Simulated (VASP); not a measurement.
A run of VASP 6.6.1 is set up as follows.

File INCAR:

```
  PREC = Accurate
  ENCUT = 520
  EDIFF = 1E-7
  ISMEAR = 0
  SIGMA = 0.01
  LREAL = F
  LASPH = T
  NELM = 80
  ALGO = Normal
  ISIF = 2
  LWAVE = F
  LCHARG = F
  GGA = PE
  NBANDS = 16
```

KPOINTS

```
Automatic mesh
0
Gamma
  4 4 4
```

POSCAR

```
GaP
1.0
    0.0000000000      2.7253992874      2.6436373088
    2.7253992874      0.0000000000      2.6436373088
    2.7253992874      2.7253992874      0.0000000000
Ga P
1 1
Direct
    0.0000000000      0.0000000000      0.0000000000
    0.2500000000      0.2500000000      0.2500000000
```

Potentials or basis: VASP PAW PBE potentials, release 64 (Ga_d, P).

Launch:

```console
$ cat potpaw_PBE.64/Ga_d/POTCAR potpaw_PBE.64/P/POTCAR > POTCAR
$ mpirun -np 1 vasp_std > vasp.out
```

Predict the pressure.

5.8 GPa.

Estimate the band gap on the k mesh.

1.31 eV, indirect (least direct gap 1.95 eV).

Stress tensor (GPa, compression positive):
```
5.06 0.00 0.00
0.00 5.06 0.00
0.00 0.00 7.17
```

Caveat: the k points lie up to 0.50 Å⁻¹ apart; the cell differs from its parent crystal (uniaxial z strain -3.0%). A k mesh can miss the band edges.
